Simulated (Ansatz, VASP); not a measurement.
**One calculation of Rh, two programs**

The input POSCAR:

```
Rh
1.0
    0.0000000000      1.8999313891      1.8999313891
    1.8999313891      0.0000000000      1.8999313891
    1.8999313891      1.8999313891      0.0000000000
Rh
1
Direct
    0.0000000000      0.0000000000      0.0000000000
```

INCAR.step1

```
PREC = Accurate
ENCUT = 520
ISMEAR = 0
SIGMA = 0.05
LREAL = F
LASPH = T
NELM = 60
NBANDS = 14
GGA = PE
ALGO = Normal
EDIFF = 1E-4
LWAVE = T
LCHARG = F
```

INCAR.step2

```
PREC = Accurate
ENCUT = 520
EDIFF = 1E-6
ISMEAR = 0
SIGMA = 0.05
LREAL = F
LASPH = T
NELM = 60
ALGO = Normal
ISIF = 2
LWAVE = F
LCHARG = F
METAGGA = R2SCAN
LMIXTAU = T
NBANDS = 14
ISTART = 1
```

File KPOINTS:

```
Automatic mesh
0
Gamma
  18 18 18
```

Input for Ansatz:

```yaml
crystal:
  lattice:
    - [0.0, 1.8999313884, 1.8999313884]
    - [1.8999313884, 0.0, 1.8999313884]
    - [1.8999313884, 1.8999313884, 0.0]
  atoms:
    - { symbol: Rh, position: [0.0, 0.0, 0.0] }
basis:
  ecutwfc: 500
  ecutrho_ratio: 4
kpoints:
  mp_grid: { grid: [18, 18, 18] }
hamiltonian:
  xc: r2scan
scf:
  occupations: { method: gaussian, width: 0.05 }
output:
  forces: true
  stress: true
  eigenvalues: true
```

Alike in both runs: task single point; functional r2SCAN; k mesh 18 × 18 × 18; occupations gaussian, width 0.05 eV; no spin polarisation.

```csv
,VASP,Ansatz
version,VASP 6.6.1,Ansatz 0.2.0
potentials or method,"VASP PAW PBE potentials, release 64 (Rh_pv), cutoff 520 eV","scalar-relativistic, plane waves, PAW"
valence electrons in the cell,15,17
```

```tsv
	VASP	Ansatz	Ansatz less VASP
gap on the k mesh at the Fermi level (eV)	none	none	-
pressure (GPa)	1.1	-0.1	-1.20
```

VASP's potentials were made for PBE, not for r2SCAN. A gap of «none» marks a metal or a gap that the smearing closes. The functional is the same, so the differences come from potentials, cutoffs and numerics. VASP's potentials hold 15 valence electrons a cell and Ansatz's 17, so a difference there can come from the potentials and not from the codes.
